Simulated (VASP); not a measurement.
Crystal: InP4.

```
In P
1.0
     3.71499   -6.43455    0.00000
     7.42997    0.00000    0.00000
     3.71499   -2.14485    6.55875
In P
3 12
Direct
  0.36370 0.36100 0.91392
  0.63738 0.63956 0.09026
  0.13334 0.13693 0.59305
  0.87916 0.88061 0.90915
  0.37926 0.37827 0.41374
  0.32452 0.87227 0.91739
  0.82311 0.38242 0.41128
  0.88207 0.32767 0.91502
  0.37136 0.82738 0.41515
  0.62160 0.61801 0.58071
  0.12586 0.12021 0.08483
  0.62326 0.17578 0.58171
  0.12106 0.67668 0.07981
  0.17121 0.62260 0.58156
  0.67272 0.12433 0.08553
```

| Item | Value |
| --- | --- |
| Program | VASP 6.6.1 |
| Task | relaxation of cell and atoms |
| Functional | PBEsol |
| Potentials or basis | VASP PAW PBE potentials, release 64 (In_d, P) |
| Cutoff | 500 eV |
| k mesh | 2 × 2 × 2, shifted |
| Occupations | gaussian, width 0.1 eV |
| Spin | no spin polarisation |

At the start: pressure -1.7 GPa; volume 20.90 Å³/atom.

Task: Where does the relaxation end?

Result: Over 23 steps the energy falls by 17.6 meV/atom and the volume is 19.72 Å³/atom (-5.7 %); space group Cm (No. 8, to 0.1 Å) before and after.

The path:
| step | energy change (eV) | largest force (eV/Å) | pressure (GPa) | volume (Å³) |
| --- | --- | --- | --- | --- |
| 1 | 0.0000 | 0.6754 | -1.66 | 313.56 |
| 2 | -0.1148 | 0.4660 | 0.58 | 303.85 |
| 3 | -0.1148 | 0.4650 | 0.56 | 303.90 |
| 4 | -0.1644 | 0.2640 | -0.23 | 303.48 |
| 5 | -0.1662 | 0.2600 | -0.41 | 303.38 |
| 6 | -0.1896 | 0.2389 | -0.02 | 300.83 |
| 7 | -0.1961 | 0.2774 | 0.33 | 298.67 |
| 8 | -0.2147 | 0.2684 | 0.14 | 298.30 |
| 9 | -0.2239 | 0.2733 | -0.10 | 297.79 |
| 10 | -0.2415 | 0.1986 | 0.01 | 296.88 |
| 11 | -0.2459 | 0.1400 | 0.10 | 296.11 |
| 12 | -0.2506 | 0.0922 | -0.11 | 296.58 |
| 13 | -0.2517 | 0.1101 | -0.29 | 296.99 |
| 14 | -0.2544 | 0.0919 | -0.06 | 296.25 |
| 15 | -0.2549 | 0.0903 | 0.10 | 295.78 |
| 16 | -0.2569 | 0.0649 | 0.06 | 295.83 |
| 17 | -0.2591 | 0.0800 | -0.03 | 295.98 |
| 18 | -0.2607 | 0.0752 | -0.01 | 295.91 |
| 19 | -0.2623 | 0.0734 | 0.03 | 295.76 |
| 20 | -0.2624 | 0.0795 | 0.04 | 295.73 |
| 21 | -0.2638 | 0.0527 | -0.02 | 295.90 |
| 22 | -0.2638 | 0.0524 | -0.03 | 295.93 |
| 23 | -0.2645 | 0.0356 | 0.01 | 295.83 |

Final structure:
```cif
data_structure
_symmetry_space_group_name_H-M 'P 1'
_symmetry_Int_Tables_number 1
_cell_length_a 7.3001
_cell_length_b 7.3064
_cell_length_c 7.6139
_cell_angle_alpha 61.451
_cell_angle_beta 61.622
_cell_angle_gamma 60.966
_cell_volume 295.83
loop_
_atom_site_label
_atom_site_type_symbol
_atom_site_fract_x
_atom_site_fract_y
_atom_site_fract_z
_atom_site_occupancy
In1 In 0.37126 0.37269 0.89002 1
In2 In 0.63806 0.63803 0.07979 1
In3 In 0.13417 0.13320 0.58189 1
P1 P 0.87841 0.87997 0.91676 1
P2 P 0.37725 0.37974 0.40441 1
P3 P 0.32086 0.88492 0.91686 1
P4 P 0.81758 0.38665 0.41541 1
P5 P 0.88262 0.32271 0.91629 1
P6 P 0.38566 0.81773 0.41596 1
P7 P 0.63993 0.63971 0.57633 1
P8 P 0.11810 0.11896 0.10059 1
P9 P 0.61615 0.16802 0.58655 1
P10 P 0.11921 0.66472 0.09308 1
P11 P 0.16594 0.61775 0.58561 1
P12 P 0.66441 0.11891 0.09354 1
```

Caveat: the PAW data sets were made with another functional, which shifts forces and pressure a little; an odd number of electrons without spin polarisation forces a metal; a magnetic or distorted state may lie lower.
